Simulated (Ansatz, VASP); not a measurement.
# One calculation of Al, two programs

File INCAR:

```
SYSTEM = Al
  ALGO = Fast
  EDIFF = 1E-6
  ENCUT = 520
  GGA = PE
  ISIF = 2
  ISMEAR = 0
  IVDW = 12
  LASPH = .TRUE.
  LCHARG = .FALSE.
  LREAL = .FALSE.
  LWAVE = .FALSE.
  NBANDS = 14
  NELM = 100
  PREC = Accurate
  SIGMA = 0.15
```

File KPOINTS:

```
k-points
0
G
  18 18 4
  0 0 0
```

The input POSCAR:

```
Al
1.0
    2.6962000000      0.0000000000      0.0000000000
   -1.3481000000      2.3349776937      0.0000000000
    0.0000000000      0.0000000000      9.6403000000
Al
4
Direct
    0.0000000000      0.0000000000      0.0000000000
    0.3333333333      0.6666666667      0.2500000000
    0.0000000000      0.0000000000      0.5000000000
    0.6666666667      0.3333333333      0.7500000000
```

Input for Ansatz:

```yaml
crystal:
  lattice:
    - [2.6962, 0.0, 0.0]
    - [-1.3481, 2.3349776937, 0.0]
    - [0.0, 0.0, 9.6403]
  atoms:
    - { symbol: Al, position: [0.0, 0.0, 0.0] }
    - { symbol: Al, position: [0.3333333333, 0.6666666667, 0.25] }
    - { symbol: Al, position: [0.0, 0.0, 0.5] }
    - { symbol: Al, position: [0.6666666667, 0.3333333333, 0.75] }
basis:
  ecutwfc: 420
kpoints:
  mp_grid: { grid: [18, 18, 4] }
hamiltonian:
  xc: pbe
  pseudopotentials: { kind: paw, azcp: { folder: soft_1 } }
  dispersion: d3bj
scf:
  occupations: { method: gaussian, width: 0.15 }
output:
  forces: true
  stress: true
  eigenvalues: true
  write_density: true
  write_potential: true
  elf: true
  volumetric_format: npy
```

Alike in both runs: task single point; functional PBE; dispersion D3(BJ); k mesh 18 × 18 × 4; occupations gaussian, width 0.15 eV; no spin polarisation.

```csv
,VASP,Ansatz
version,VASP 6.6.1,Ansatz 0.2.0
potentials or method,"VASP PAW PBE potentials, release 64 (Al), cutoff 520 eV","scalar-relativistic, plane waves, PAW"
valence electrons in the cell,12,12
```

|  | VASP | Ansatz | Ansatz less VASP |
| --- | --- | --- | --- |
| gap on the k mesh at the Fermi level (eV) | none | none | - |
| pressure (GPa) | 5.3 | 5.3 | 0.00 |
| traceless stress, the component that is largest in VASP (GPa) | -6.80 | -6.80 | -0.001 |

A gap of «none» marks a metal or a gap that the smearing closes.
